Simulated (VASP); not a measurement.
# NaH (I4/mmm) in VASP: settings compared

NaH is run at these levels: r2SCAN+rVV10, PBEsol; tasks: single point, relaxation of cell and atoms.

Everything below comes from runs of VASP 6.6.1. Logs are shortened: lines on timing, memory, paths and dates and some standing lists are left out, and cuts for length are marked.

## 1. The cell of the first run

It takes space group I4/mmm (No. 139, tetragonal). The conventional cell has a = 3.273 Å, b = 3.273 Å, c = 13.260 Å, α = 90.00°, β = 90.00°, γ = 90.00°. Within 3.1 Å of Na (site symmetry 4mm) lie 5 H at 2.31 to 2.42 Å. Within 3.1 Å of H (site symmetry 4mm) lie 5 Na at 2.31 to 2.42 Å.

## 2. Single point, r2SCAN+rVV10

The input, POSCAR:

```
NaH
1.0
   -1.6366970912      1.6366970912      6.6298605656
    1.6366970912     -1.6366970912      6.6298605656
    1.6366970912      1.6366970912     -6.6298605656
Na H
2 2
Direct
    0.8410003031      0.8410003031      0.0000000000
    0.1589996969      0.1589996969      0.0000000000
    0.6584897139      0.6584897139      0.0000000000
    0.3415102861      0.3415102861      0.0000000000
```

The input, INCAR.step1:

```
SYSTEM = NaH
PREC = Accurate ; ENCUT = 520
ISMEAR = -1 ; SIGMA = 0.03
LREAL = .False. ; LASPH = .True.
NELM = 60 ; NBANDS = 16
GGA = PE ; ALGO = Normal
EDIFF = 1E-4 ; LWAVE = .True.
LCHARG = .False.
```

The input, INCAR.step2:

```
SYSTEM = NaH
PREC = Accurate ; ENCUT = 520
EDIFF = 1E-6 ; ISMEAR = -1
SIGMA = 0.03 ; LREAL = .False.
LASPH = .True. ; NELM = 60
ALGO = Normal ; ISIF = 2
LWAVE = .False. ; LCHARG = .False.
METAGGA = R2SCAN ; LMIXTAU = .True.
LUSE_VDW = .True. ; IVDW_NL = 2
BPARAM = 11.95 ; CPARAM = 0.0093
NBANDS = 16 ; ISTART = 1
```

The input, KPOINTS:

```
Automatic mesh
0
Gamma
  10 10 10
  0 0 0
```

Potentials or basis: VASP PAW PBE potentials, release 64 (Na_pv, H).

Command:

```sh
$ cat potpaw_PBE.64/Na_pv/POTCAR potpaw_PBE.64/H/POTCAR > POTCAR
$ cp INCAR.step1 INCAR
$ mpirun -np 1 vasp_std > vasp.out
$ cp INCAR.step2 INCAR
$ mpirun -np 1 vasp_std > vasp.out
```

OUTCAR:

```text
SYSTEM = NaH
   PREC = Accurate
   ENCUT = 520
   EDIFF = 1E-6
   ISMEAR = -1
   LREAL = .False.
   LASPH = .True.
   NELM = 60
   ISIF = 2
   METAGGA = R2SCAN
   IVDW_NL = 2
   BPARAM = 11.95
   ISTART = 1

 ion  position               nearest neighbor table
   1  0.841  0.841  0.000-
   2  0.159  0.159  0.000-
   3  0.658  0.658  0.000-
   4  0.342  0.342  0.000-

  LATTYP: Found a body centered tetragonal cell.
 ALAT       =     3.2733941824
 C/A-ratio  =     4.0507560020

  Lattice vectors:

 A1 = (  -1.6366970912,   1.6366970912,   6.6298605656)
 A2 = (   1.6366970912,  -1.6366970912,   6.6298605656)
 A3 = (   1.6366970912,   1.6366970912,  -6.6298605656)

Analysis of symmetry for initial positions (statically):
=====================================================================
 Subroutine PRICEL returns:
 Original cell was already a primitive cell.

 Routine SETGRP: Setting up the symmetry group for a
 body centered tetragonal supercell.

 Subroutine GETGRP returns: Found 16 space group operations
 (whereof 16 operations were pure point group operations)
 out of a pool of 16 trial point group operations.

The static configuration has the point symmetry D_4h.

Analysis of symmetry for dynamics (positions and initial velocities):
=====================================================================
 Subroutine PRICEL returns:
 Original cell was already a primitive cell.

 Routine SETGRP: Setting up the symmetry group for a
 body centered tetragonal supercell.

 Subroutine GETGRP returns: Found 16 space group operations
 (whereof 16 operations were pure point group operations)
 out of a pool of 16 trial point group operations.

The dynamic configuration has the point symmetry D_4h.

 Subroutine INISYM returns: Found 16 space group operations
 (whereof 16 operations are pure point group operations),
 and found     1 'primitive' translations

----------------------------------------------------------------------------------------

                                     Primitive cell

  volume of cell :      71.0397

  direct lattice vectors                    reciprocal lattice vectors
    -1.636697091  1.636697091  6.629860566     0.000000000  0.305493303  0.075416367
     1.636697091 -1.636697091  6.629860566     0.305493303  0.000000000  0.075416367
     1.636697091  1.636697091 -6.629860566     0.305493303  0.305493303  0.000000000

  length of vectors
     7.022293490  7.022293490  7.022293490     0.314664562  0.314664562  0.432032772

  position of ions in fractional coordinates (direct lattice)
     0.841000303  0.841000303  0.000000000
     0.158999697  0.158999697  0.000000000
     0.658489714  0.658489714  0.000000000
     0.341510286  0.341510286  0.000000000

  ion indices of the primitive-cell ions
   primitive index   ion index
                 1           1
                 2           2
                 3           3
                 4           4

----------------------------------------------------------------------------------------

 KPOINTS: Automatic mesh

Automatic generation of k-mesh.
 Grid dimensions read from file:
 generate k-points for:   10   10   10

 Generating k-lattice:

  Cartesian coordinates                     Fractional coordinates (reciprocal lattice)
     0.000000000  0.030549330  0.007541637     0.100000000  0.000000000 -0.000000000
     0.030549330  0.000000000  0.007541637     0.000000000  0.100000000 -0.000000000
     0.030549330  0.030549330  0.000000000     0.000000000  0.000000000  0.100000000

  Length of vectors
     0.031466456  0.031466456  0.043203277

  Shift w.r.t. Gamma in fractional coordinates (k-lattice)
     0.000000000  0.000000000  0.000000000

 Subroutine IBZKPT returns following result:
 ===========================================

 Found    102 irreducible k-points:

 Following reciprocal coordinates:
            Coordinates               Weight
  0.000000  0.000000  0.000000      1.000000
  0.100000  0.000000 -0.000000      8.000000
  0.200000  0.000000 -0.000000      8.000000
  0.300000  0.000000  0.000000      8.000000
  0.400000  0.000000  0.000000      8.000000
  0.500000  0.000000  0.000000      4.000000
[... 16 lines left out ...]
  0.300000  0.300000 -0.000000      8.000000
  0.400000  0.300000 -0.000000     16.000000
 [... further k-points ...]
   k-points           NKPTS =    102   k-points in BZ     NKDIM =    102   number of bands    NBANDS=     16
   number of dos      NEDOS =    301   number of ions     NIONS =      4
   total plane-waves  NPLWV = 157464
   dimension x,y,z NGX =    54 NGY =   54 NGZ =   54
   dimension x,y,z NGXF=   108 NGYF=  108 NGZF=  108
   ions per type =               2   2
   NGX,Y,Z   is equivalent  to a cutoff of  12.78, 12.78, 12.78 a.u.
   NGXF,Y,Z  is equivalent  to a cutoff of  25.57, 25.57, 25.57 a.u.
 SYSTEM =  NaH
   PREC   = accura    normal or accurate (medium, high low for compatibility)
   ISTART =      1    job   : 0-new  1-cont  2-samecut
   ICHARG =      0    charge: 1-file 2-atom 10-const
   ISPIN  =      1    spin polarized calculation?
   LNONCOLLINEAR =      F non collinear calculations
   LSORBIT =      F    spin-orbit coupling
   LASPH  =      T    aspherical Exc in radial PAW
   ENCUT  =  520.0 eV  38.22 Ry    6.18 a.u.  13.06 13.06 13.06*2*pi/ulx,y,z
   NELM   =     60;   NELMIN=  2; NELMDL=  0     # of ELM steps
   EDIFF  = 0.1E-05   stopping-criterion for ELM
   LREAL  =      F    real-space projection
   EDIFFG = 0.1E-04   stopping-criterion for IOM
   NSW    =      0    number of steps for IOM
   IBRION =     -1    ionic relax: 0-MD 1-quasi-New 2-CG
   NFREE  =      0    steps in history (QN), initial steepest desc. (CG)
   ISIF   =      2    stress and relaxation
   ISYM   =      2    0-nonsym 1-usesym 2-fastsym
   POTIM  = 0.5000    time-step for ionic-motion
   TEBEG  =    0.0;   TEEND  =   0.0 temperature during run
   PSTRESS=    0.0 pullay stress
   NELECT =      16.0000    total number of electrons
   NUPDOWN=      -1.0000    fix difference up-down
   EMIN   =  10.00;   EMAX   =-10.00  energy-range for DOS
   EFERMI =   0.00;   METHOD = LEGACY
   ISMEAR =    -1;   SIGMA  =   0.03  broadening in eV -4-tet -1-fermi 0-gaus
   EFERMI_NEDOS =   21; number of points for ismear=-14 and -15
   IALGO  =     38    algorithm
   IMIX   =      4    mixing-type and parameters
     AMIX     =   0.40;   BMIX     =  1.00
     AMIX_MAG =   1.60;   BMIX_MAG =  1.00
  volume/ion in A,a.u.               =      17.76       119.85
  Fermi-wavevector in a.u.,A,eV,Ry     =   0.996050  1.882262 13.498553  0.992116
  Thomas-Fermi vector in A             =   2.128112
   LORBIT       =      0    0 simple, 1 ext, 2 COOP (PROOUT), +10 PAW based schemes
   METAGGA = R2SCAN    functional components
   LHFCALC =     F    Hartree Fock is set to
   AEXX    =    0.0000 exact exchange contribution
   IVDW_NL    =     2    kernel type
   BPARAM     =11.9500
   IVDW    =     0    specifies the selected vdW correction
   LEPSILON=     F    determine dielectric tensor
   LRPA    =     F    only Hartree local field effects (RPA)
 non-spin polarized calculation
  energy-cutoff  :      520.00
  volume of cell :       71.04
 maximum number of plane-waves:      1936
 NGX is ok and might be reduce to    54
   NGX = 25   NGY = 25   NGZ = 25

 number of electron      15.9999998 magnetization

 Free energy of the ion-electron system (eV)
  ---------------------------------------------------
  ext. energy  EPLUGINS =         0.00000000
  ---------------------------------------------------
  free energy    TOTEN  =       -14.24227269 eV

  energy without entropy =      -14.24227269  energy(sigma->0) =      -14.24227269

 E-fermi :  -1.1255     XC(G=0):  -7.0825

 val. band max:       -1.8194532481   @ k =   0.5000   0.5000   0.0000
 cond. band min:       0.9718100834   @ k =   0.0000   0.0000   0.0000
 fundamental gap:      2.7912633315
 Fermi energy:        -1.1255177892

 k-point     1 :       0.0000    0.0000    0.0000
  band No.  band energies     occupation
      1     -25.1407      2.00000
      2     -25.0880      2.00000
      3     -25.0202      2.00000
      4     -25.0202      2.00000
      5     -25.0033      2.00000
      6     -25.0032      2.00000
[... 8 lines left out ...]
     15      11.7725      0.00000
     16      12.3511      0.00000

 k-point     2 :       0.1000    0.0000   -0.0000
  band No.  band energies     occupation
      1     -25.1391      2.00000
      2     -25.0893      2.00000
      3     -25.0259      2.00000
      4     -25.0191      2.00000
      5     -25.0103      2.00000
      6     -25.0030      2.00000
[... 8 lines left out ...]
     15      12.3123      0.00000
     16      12.4692      0.00000

 k-point     3 :       0.2000    0.0000   -0.0000
  band No.  band energies     occupation
      1     -25.1348      2.00000
      2     -25.0940      2.00000
      3     -25.0400      2.00000
      4     -25.0284      2.00000
      5     -25.0162      2.00000
      6     -25.0025      2.00000
[... 8 lines left out ...]
     15      12.0344      0.00000
     16      12.8380      0.00000

 k-point     4 :       0.3000    0.0000    0.0000
  band No.  band energies     occupation
      1     -25.1295      2.00000
      2     -25.1026      2.00000
      3     -25.0552      2.00000
      4     -25.0498      2.00000
      5     -25.0122      2.00000
      6     -25.0022      2.00000
[... 8 lines left out ...]
     15      11.8464      0.00000
     16      12.2061      0.00000
[... 324 lines left out ...]
 k-point    22 :      -0.2000    0.2000    0.0000
  band No.  band energies     occupation
      1     -25.1294      2.00000
      2     -25.0955      2.00000
      3     -25.0422      2.00000
      4     -25.0325      2.00000
      5     -25.0319      2.00000
      6     -25.0214      2.00000
[... 8 lines left out ...]
     15      11.6495      0.00000
     16      12.0103      0.00000

 k-point    23 :       0.3000    0.3000   -0.0000
  band No.  band energies     occupation
      1     -25.1174      2.00000
      2     -25.1007      2.00000
      3     -25.0621      2.00000
      4     -25.0557      2.00000
      5     -25.0425      2.00000
      6     -25.0376      2.00000
[... 8 lines left out ...]
     15       9.7854      0.00000
     16       9.8992      0.00000

 k-point    24 :       0.4000    0.3000   -0.0000
  band No.  band energies     occupation
      1     -25.1121      2.00000
      2     -25.1038      2.00000
      3     -25.0713      2.00000
      4     -25.0676      2.00000
      5     -25.0442      2.00000
      6     -25.0414      2.00000
[... 8 lines left out ...]
     15       9.5429      0.00000
     16       9.9856      0.00000

 [... further k-points ...]

------------------------ aborting loop because EDIFF is reached ----------------------------------------

  FORCE on cell =-STRESS in cart. coord.  units (eV):
  Direction    XX          YY          ZZ          XY          YZ          ZX
  --------------------------------------------------------------------------------------
  -------------------------------------------------------------------------------------
  Total       -0.0870107     -0.0870107     -0.0528044      0.0000000     -0.0000000      0.0000000
  in kB       -1.9623754     -1.9623754     -1.1909131      0.0000000     -0.0000000      0.0000000
  external PRESSURE =      -1.7052213 kB  Pullay stress =       0.0000000 kB

 VOLUME and BASIS-vectors are now :
 -----------------------------------------------------------------------------
  energy-cutoff  :      520.00
  volume of cell :       71.04
      direct lattice vectors                 reciprocal lattice vectors
    -1.636697091  1.636697091  6.629860566     0.000000000  0.305493303  0.075416367
     1.636697091 -1.636697091  6.629860566     0.305493303  0.000000000  0.075416367
     1.636697091  1.636697091 -6.629860566     0.305493303  0.305493303  0.000000000

 POSITION                                       TOTAL-FORCE (eV/Angst)
 -----------------------------------------------------------------------------------
      0.00000      0.00000     11.15143         0.000000      0.000000      0.005120
      0.00000      0.00000      2.10829        -0.000000     -0.000000     -0.005120
      0.00000      0.00000      8.73139         0.000000      0.000000     -0.000496
      0.00000      0.00000      4.52833         0.000000      0.000000      0.000496
 -----------------------------------------------------------------------------------
    total drift:                               -0.000000      0.000000     -0.000000

  FREE ENERGIE OF THE ION-ELECTRON SYSTEM (eV)
  ---------------------------------------------------
  free  energy   TOTEN  =       -14.2422726873 eV

  energy  without entropy=      -14.2422726873  energy(sigma->0) =      -14.24227269
```

Run time: 14 min. Hardware: 1 thread of Intel Xeon 6975P-C (Granite Rapids), shared host; peak memory 1 GiB.

What came out:

| Item | Value |
| --- | --- |
| Free energy | -14.2423 eV |
| Pressure | -0.2 GPa |
| Largest force | 0.005 eV/Å |
| Band gap on the k mesh | 2.79 eV (least direct gap 4.18 eV) |

Forces in eV/Å, atoms in the order of the input:
```
Na   0.000  0.000  0.005
Na   0.000  0.000 -0.005
H    0.000  0.000  0.000
H    0.000  0.000  0.000
```

Levels at points of the mesh, in eV from the valence-band top:
```tsv
k point	band 4	band 5	band 6	band 7	band 8	band 9	band 10	band 11	band 12	band 13
(0.00, 0.00, 0.00)	-23.20	-23.18	-23.18	-3.42	-1.39	2.79	9.02	9.26	12.00	12.95
(0.50, 0.00, 0.00)	-23.25	-23.19	-23.19	-1.13	-0.95	4.13	5.02	7.24	7.46	11.30
(0.50, 0.50, 0.00)	-23.26	-23.24	-23.24	-0.11	0.00	5.83	6.19	7.33	8.43	8.96
(0.50, 0.50, 0.50)	-23.20	-23.18	-23.18	-3.20	-1.91	4.00	6.36	11.50	11.72	12.66
```

Caveat: the PAW data sets were made with another functional, which shifts forces and pressure a little. A k mesh can miss the band edges.

(Continued in part 2 of 2.)
